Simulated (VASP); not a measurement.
# Te2PdSe6 (I4/mmm) in VASP: single point with PBE

Aim: the single point of Te2PdSe6 with PBE.

Everything below comes from runs of VASP 6.6.1. Logs are shortened: lines on timing, memory, paths and dates and some standing lists are left out, and cuts for length are marked.

**1. The cell of the first run**

It takes space group I4/mmm (No. 139, tetragonal). The conventional cell has a = 7.843 Å, b = 7.843 Å, c = 8.064 Å, α = 90.00°, β = 90.00°, γ = 90.00°. Within 3.0 Å of Pd (site symmetry 4/mmm) lie 6 Se at 2.29 to 2.82 Å. Within 4.6 Å of Te (site symmetry -4m2) lie 12 Se at 3.46 to 4.00 Å and 2 Te at 4.03 Å and 4 Pd at 4.41 Å. Se (site symmetry m2m) has 1 Pd at 2.29 Å within 3.0 Å. Se (site symmetry 4mm) has 1 Se at 2.42 Å and 1 Pd at 2.82 Å within 3.2 Å.

**2. Single point, PBE**

Input file INCAR:

```
PREC     = Accurate       # precision mode
ENCUT    = 520            # plane-wave cutoff, eV
EDIFF    = 1E-7           # SCF threshold, eV
ISMEAR   = -1             # smearing method
SIGMA    = 0.1            # smearing width, eV
LREAL    = F              # projectors in reciprocal space
LASPH    = T              # aspherical terms in the spheres
NELM     = 60             # most SCF steps
ALGO     = Normal         # electronic algorithm
ISIF     = 2              # what is computed and relaxed
LWAVE    = F              # write WAVECAR
LCHARG   = F              # write CHGCAR
GGA      = PE             # functional
NBANDS   = 39             # bands
```

Input file KPOINTS:

```
Automatic mesh
0
Gamma
  6 6 6
```

Input file POSCAR:

```
Te2PdSe6
1.0
   -3.9216880000      3.9216880000      4.0320910000
    3.9216880000     -3.9216880000      4.0320910000
    3.9216880000      3.9216880000     -4.0320910000
Pd Te Se
1 2 6
Direct
    0.0000000000      0.0000000000      0.0000000000
    0.7500000000      0.2500000000      0.5000000000
    0.2500000000      0.7500000000      0.5000000000
    0.7937900000      0.7937900000      0.5875800000
    0.7937900000      0.2062100000      0.0000000000
    0.2062100000      0.2062100000      0.4124200000
    0.2062100000      0.7937900000      0.0000000000
    0.6500600000      0.6500600000      0.0000000000
    0.3499400000      0.3499400000      0.0000000000
```

Potentials or basis: VASP PAW PBE potentials, release 64 (Pd, Te, Se).

Launch:

```sh
$ cat potpaw_PBE.64/Pd/POTCAR potpaw_PBE.64/Te/POTCAR potpaw_PBE.64/Se/POTCAR > POTCAR
$ mpirun -np 1 vasp_std > vasp.out
```

OUTCAR:

```text
PREC = Accurate
   ENCUT = 520
   EDIFF = 1E-7
   ISMEAR = -1
   LREAL = F
   LASPH = T
   NELM = 60
   ISIF = 2
   GGA = PE

 ion  position               nearest neighbor table
   1  0.000  0.000  0.000-   4 2.29   5 2.29   6 2.29   7 2.29   8 2.82   9 2.82
   2  0.750  0.250  0.500-
   3  0.250  0.750  0.500-
   4  0.794  0.794  0.588-   1 2.29
   5  0.794  0.206  0.000-   1 2.29
   6  0.206  0.206  0.412-   1 2.29
   7  0.206  0.794  0.000-   1 2.29
   8  0.650  0.650  0.000-   9 2.42   1 2.82
   9  0.350  0.350  0.000-   8 2.42   1 2.82

  LATTYP: Found a body centered tetragonal cell.
 ALAT       =     7.8433760000
 C/A-ratio  =     1.0281519081

  Lattice vectors:

 A1 = (  -3.9216880000,   3.9216880000,   4.0320910000)
 A2 = (   3.9216880000,  -3.9216880000,   4.0320910000)
 A3 = (   3.9216880000,   3.9216880000,  -4.0320910000)

Analysis of symmetry for initial positions (statically):
=====================================================================
 Subroutine PRICEL returns:
 Original cell was already a primitive cell.

 Routine SETGRP: Setting up the symmetry group for a
 body centered tetragonal supercell.

 Subroutine GETGRP returns: Found 16 space group operations
 (whereof 16 operations were pure point group operations)
 out of a pool of 16 trial point group operations.

The static configuration has the point symmetry D_4h.

Analysis of symmetry for dynamics (positions and initial velocities):
=====================================================================
 Subroutine PRICEL returns:
 Original cell was already a primitive cell.

 Routine SETGRP: Setting up the symmetry group for a
 body centered tetragonal supercell.

 Subroutine GETGRP returns: Found 16 space group operations
 (whereof 16 operations were pure point group operations)
 out of a pool of 16 trial point group operations.

The dynamic configuration has the point symmetry D_4h.

 Subroutine INISYM returns: Found 16 space group operations
 (whereof 16 operations are pure point group operations),
 and found     1 'primitive' translations

----------------------------------------------------------------------------------------

                                     Primitive cell

  volume of cell :     248.0484

  direct lattice vectors                    reciprocal lattice vectors
    -3.921688000  3.921688000  4.032091000     0.000000000  0.127496119  0.124005138
     3.921688000 -3.921688000  4.032091000     0.127496119  0.000000000  0.124005138
     3.921688000  3.921688000 -4.032091000     0.127496119  0.127496119  0.000000000

  length of vectors
     6.856896628  6.856896628  6.856896628     0.177855375  0.177855375  0.180306741

  position of ions in fractional coordinates (direct lattice)
     0.000000000  0.000000000  0.000000000
     0.750000000  0.250000000  0.500000000
     0.250000000  0.750000000  0.500000000
     0.793790000  0.793790000  0.587580000
     0.793790000  0.206210000  0.000000000
     0.206210000  0.206210000  0.412420000
     0.206210000  0.793790000  0.000000000
     0.650060000  0.650060000  0.000000000
     0.349940000  0.349940000  0.000000000

  ion indices of the primitive-cell ions
   primitive index   ion index
                 1           1
                 2           2
                 3           3
                 4           4
                 5           5
                 6           6
                 7           7
                 8           8
                 9           9

----------------------------------------------------------------------------------------

 KPOINTS: Automatic mesh

Automatic generation of k-mesh.
 Grid dimensions read from file:
 generate k-points for:    6    6    6

 Generating k-lattice:

  Cartesian coordinates                     Fractional coordinates (reciprocal lattice)
     0.000000000  0.021249353  0.020667523     0.166666667  0.000000000  0.000000000
     0.021249353  0.000000000  0.020667523     0.000000000  0.166666667  0.000000000
     0.021249353  0.021249353  0.000000000     0.000000000  0.000000000  0.166666667

  Length of vectors
     0.029642563  0.029642563  0.030051123

  Shift w.r.t. Gamma in fractional coordinates (k-lattice)
     0.000000000  0.000000000  0.000000000

 Subroutine IBZKPT returns following result:
 ===========================================

 Found     30 irreducible k-points:

 Following reciprocal coordinates:
            Coordinates               Weight
  0.000000  0.000000  0.000000      1.000000
  0.166667 -0.000000  0.000000      8.000000
  0.333333 -0.000000  0.000000      8.000000
  0.500000  0.000000  0.000000      4.000000
  0.166667  0.166667  0.000000      8.000000
  0.333333  0.166667  0.000000     16.000000
[... 16 lines left out ...]
 -0.333333 -0.333333  0.166667      8.000000
 -0.166667 -0.333333  0.166667      8.000000
 [... further k-points ...]
   k-points           NKPTS =     30   k-points in BZ     NKDIM =     30   number of bands    NBANDS=     39
   number of dos      NEDOS =    301   number of ions     NIONS =      9
   total plane-waves  NPLWV = 157464
   dimension x,y,z NGX =    54 NGY =   54 NGZ =   54
   dimension x,y,z NGXF=   108 NGYF=  108 NGZF=  108
   ions per type =               1   2   6
   NGX,Y,Z   is equivalent  to a cutoff of  13.09, 13.09, 13.09 a.u.
   NGXF,Y,Z  is equivalent  to a cutoff of  26.18, 26.18, 26.18 a.u.
 SYSTEM =  unknown system
   PREC   = accura    normal or accurate (medium, high low for compatibility)
   ISTART =      0    job   : 0-new  1-cont  2-samecut
   ICHARG =      2    charge: 1-file 2-atom 10-const
   ISPIN  =      1    spin polarized calculation?
   LNONCOLLINEAR =      F non collinear calculations
   LSORBIT =      F    spin-orbit coupling
   LASPH  =      T    aspherical Exc in radial PAW
   ENCUT  =  520.0 eV  38.22 Ry    6.18 a.u.  12.75 12.75 12.75*2*pi/ulx,y,z
   NELM   =     60;   NELMIN=  2; NELMDL= -5     # of ELM steps
   EDIFF  = 0.1E-06   stopping-criterion for ELM
   LREAL  =      F    real-space projection
   EDIFFG = 0.1E-05   stopping-criterion for IOM
   NSW    =      0    number of steps for IOM
   IBRION =     -1    ionic relax: 0-MD 1-quasi-New 2-CG
   NFREE  =      0    steps in history (QN), initial steepest desc. (CG)
   ISIF   =      2    stress and relaxation
   ISYM   =      2    0-nonsym 1-usesym 2-fastsym
   POTIM  = 0.5000    time-step for ionic-motion
   TEBEG  =    0.0;   TEEND  =   0.0 temperature during run
   PSTRESS=    0.0 pullay stress
   NELECT =      58.0000    total number of electrons
   NUPDOWN=      -1.0000    fix difference up-down
   EMIN   =  10.00;   EMAX   =-10.00  energy-range for DOS
   EFERMI =   0.00;   METHOD = LEGACY
   ISMEAR =    -1;   SIGMA  =   0.10  broadening in eV -4-tet -1-fermi 0-gaus
   EFERMI_NEDOS =   21; number of points for ismear=-14 and -15
   IALGO  =     38    algorithm
   IMIX   =      4    mixing-type and parameters
     AMIX     =   0.40;   BMIX     =  1.00
     AMIX_MAG =   1.60;   BMIX_MAG =  1.00
  volume/ion in A,a.u.               =      27.56       185.99
  Fermi-wavevector in a.u.,A,eV,Ry     =   1.008568  1.905918 13.839986  1.017210
  Thomas-Fermi vector in A             =   2.141443
   LORBIT       =      0    0 simple, 1 ext, 2 COOP (PROOUT), +10 PAW based schemes
   GGA     = PE    functional components
   LHFCALC =     F    Hartree Fock is set to
   AEXX    =    0.0000 exact exchange contribution
   IVDW    =     0    specifies the selected vdW correction
   LEPSILON=     F    determine dielectric tensor
   LRPA    =     F    only Hartree local field effects (RPA)
 non-spin polarized calculation
  energy-cutoff  :      520.00
  volume of cell :      248.05
 maximum number of plane-waves:      6715
 NGX is ok and might be reduce to    54
   NGX = 25   NGY = 25   NGZ = 25

 number of electron      57.9999998 magnetization

 Free energy of the ion-electron system (eV)
  ---------------------------------------------------
  ext. energy  EPLUGINS =         0.00000000
  ---------------------------------------------------
  free energy    TOTEN  =       -28.36235322 eV

  energy without entropy =      -28.07253018  energy(sigma->0) =      -28.21744170

 E-fermi :   3.5649     XC(G=0):  -9.3409

 val. band max:        3.5551287417   @ k =  -0.1667  -0.1667   0.1667
 cond. band min:       3.5761873200   @ k =  -0.3333   0.3333   0.0000
 fundamental gap:      0.0210585783
 Fermi energy:         3.5649178790

 k-point     1 :       0.0000    0.0000    0.0000
  band No.  band energies     occupation
      1     -10.4812      2.00000
      2      -9.4346      2.00000
      3      -8.8264      2.00000
      4      -8.7950      2.00000
      5      -8.7950      2.00000
      6      -7.5644      2.00000
[... 31 lines left out ...]
     38       8.6778      0.00000
     39       9.3760      0.00000

 k-point     2 :       0.1667   -0.0000    0.0000
  band No.  band energies     occupation
      1     -10.4141      2.00000
      2      -9.4948      2.00000
      3      -8.8342      2.00000
      4      -8.8215      2.00000
      5      -8.7964      2.00000
      6      -7.5685      2.00000
[... 31 lines left out ...]
     38       9.0335      0.00000
     39       9.3463      0.00000

 k-point     3 :       0.3333   -0.0000    0.0000
  band No.  band energies     occupation
      1     -10.2293      2.00000
      2      -9.6713      2.00000
      3      -8.8737      2.00000
      4      -8.8485      2.00000
      5      -8.8003      2.00000
      6      -7.5735      2.00000
[... 832 lines left out ...]
 k-point    23 :      -0.3333   -0.3333    0.1667
  band No.  band energies     occupation
      1     -10.0300      2.00000
      2      -9.7847      2.00000
      3      -8.9799      2.00000
      4      -8.8803      2.00000
      5      -8.7514      2.00000
      6      -7.6063      2.00000
[... 31 lines left out ...]
     38       9.9393      0.00000
     39       9.9543      0.00000

 k-point    24 :      -0.1667   -0.3333    0.1667
  band No.  band energies     occupation
      1     -10.1846      2.00000
      2      -9.6770      2.00000
      3      -8.8915      2.00000
      4      -8.8818      2.00000
      5      -8.7753      2.00000
      6      -7.5752      2.00000
[... 31 lines left out ...]
     38       9.5418      0.00000
     39       9.6059      0.00000

 [... further k-points ...]
[... 5 lines left out ...]
  --------------------------------------------------------------------------------------
  -------------------------------------------------------------------------------------
  Total        1.5900609      1.5900609     -7.2624084      0.0000000      0.0000000      0.0000000
  in kB       10.2704138     10.2704138    -46.9088573      0.0000000      0.0000000      0.0000000
  external PRESSURE =      -8.7893432 kB  Pullay stress =       0.0000000 kB

 VOLUME and BASIS-vectors are now :
 -----------------------------------------------------------------------------
  energy-cutoff  :      520.00
  volume of cell :      248.05
      direct lattice vectors                 reciprocal lattice vectors
    -3.921688000  3.921688000  4.032091000     0.000000000  0.127496119  0.124005138
     3.921688000 -3.921688000  4.032091000     0.127496119  0.000000000  0.124005138
     3.921688000  3.921688000 -4.032091000     0.127496119  0.127496119  0.000000000

 POSITION                                       TOTAL-FORCE (eV/Angst)
 -----------------------------------------------------------------------------------
      0.00000      0.00000      0.00000         0.000000      0.000000      0.000000
     -0.00000      3.92169      2.01605         0.000000      0.000000      0.000000
      3.92169     -0.00000      2.01605         0.000000      0.000000      0.000000
      2.30431      2.30431      4.03209        -1.661040     -1.661040      0.000000
     -2.30431      2.30431      4.03209         1.661040     -1.661040      0.000000
      1.61738      1.61738      0.00000         1.661040      1.661040      0.000000
      2.30431     -2.30431      4.03209        -1.661040      1.661040      0.000000
      0.00000      0.00000      5.24220         0.000000      0.000000     -1.441072
      0.00000      0.00000      2.82198         0.000000      0.000000      1.441072
 -----------------------------------------------------------------------------------
    total drift:                               -0.000000     -0.000000     -0.000000

  FREE ENERGIE OF THE ION-ELECTRON SYSTEM (eV)
  ---------------------------------------------------
  free  energy   TOTEN  =       -28.3623532249 eV

  energy  without entropy=      -28.0725301771  energy(sigma->0) =      -28.21744170
```

Wall time 6.6 min (1 thread of Oxide Virtual Turin-like, shared host); peak memory 0.54 GiB.

Results:

| Quantity | Value |
| --- | --- |
| Free energy | -28.3624 eV |
| Pressure | -0.9 GPa |
| Largest force | 2.349 eV/Å |
| Band gap on the k mesh | zero (bands 29 and 30 overlap by 0.74 eV) |

Forces on the atoms (eV/Å):
```
Pd   0.000  0.000  0.000
Te   0.000  0.000  0.000
Te   0.000  0.000  0.000
Se  -1.661 -1.661  0.000
Se   1.661 -1.661  0.000
Se   1.661  1.661  0.000
Se  -1.661  1.661  0.000
Se   0.000  0.000 -1.441
Se   0.000  0.000  1.441
```

Stress tensor (GPa, compression positive):
```
 1.03  0.00  0.00
 0.00  1.03  0.00
 0.00  0.00 -4.69
```

Levels at points of the mesh, in eV from the Fermi level:
```
           k point  band 25  band 26  band 27  band 28  band 29  band 30  band 31  band 32  band 33  band 34
(0.00, 0.00, 0.00)    -0.45    -0.38     0.06     0.45     0.45     0.52     1.24     1.40     1.40     1.42
(0.50, 0.00, 0.00)    -1.18    -1.17    -0.55    -0.53    -0.47    -0.14     0.05     0.99     1.05     1.19
(0.50, 0.50, 0.00)    -1.03    -0.93    -0.67    -0.42    -0.34    -0.28     0.67     0.85     0.98     1.12
(0.50, 0.50, 0.50)    -0.87    -0.87    -0.56    -0.31    -0.31    -0.20    -0.19    -0.19    -0.17     0.41
```

Caveat: the stress differs along the axes, from -5 to 1 GPa; spin-orbit coupling is left out, which moves the levels of the heavy elements; forces of over 1 eV/Å act on the atoms, so gaps and moduli don't describe the material at rest.

The gap in the log of VASP goes by the Fermi energy; the results here count the filled bands.